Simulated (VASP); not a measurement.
Runs of VASP 6.6.1 on Ti2C. The structure is that of space group R-3m (No. 166), or close to it. The cells are those of the table. 

```tsv
cell	gap on the mesh (eV)	pressure (GPa)	largest force (eV/Å)
a = 4.731 Å, angles 37.6°, 3 atoms	none	18.9	1.48
a = 5.222 Å, angles 31.2°, 3 atoms	none	(a)	1.00
a = 5.342 Å, angles 34.9°, 3 atoms	none	-21.2	1.29
a = 5.064 Å, angles 33.6°, 3 atoms	none	19.2	0.87
a = 5.404 Å, angles 30.1°, 3 atoms	none	(b)	0.15
```

Alike in all rows: task single point; level PBEsol; potentials or basis VASP PAW PBE potentials, release 64 (Ti_sv, C); no spin polarisation; k mesh 18 × 18 × 18; cutoff (eV) 520; smearing gaussian 0.15 eV.

Task: Fill in the values left out.

Result: (a) 33.3; (b) 22.7.

Caveats: the PAW data sets were made with another functional, which shifts forces and pressure a little; the stress differs along the axes, from 13 to 30 GPa (at least some runs); the stress differs along the axes, from 11 to 44 GPa (at least some runs); the cell stands under tension (at least some runs); the stress differs along the axes, from 12 to 23 GPa (at least some runs); the stress differs along the axes, from -5 to 37 GPa (at least some runs).

A gap of «none» marks levels without a gap at the run's occupations.
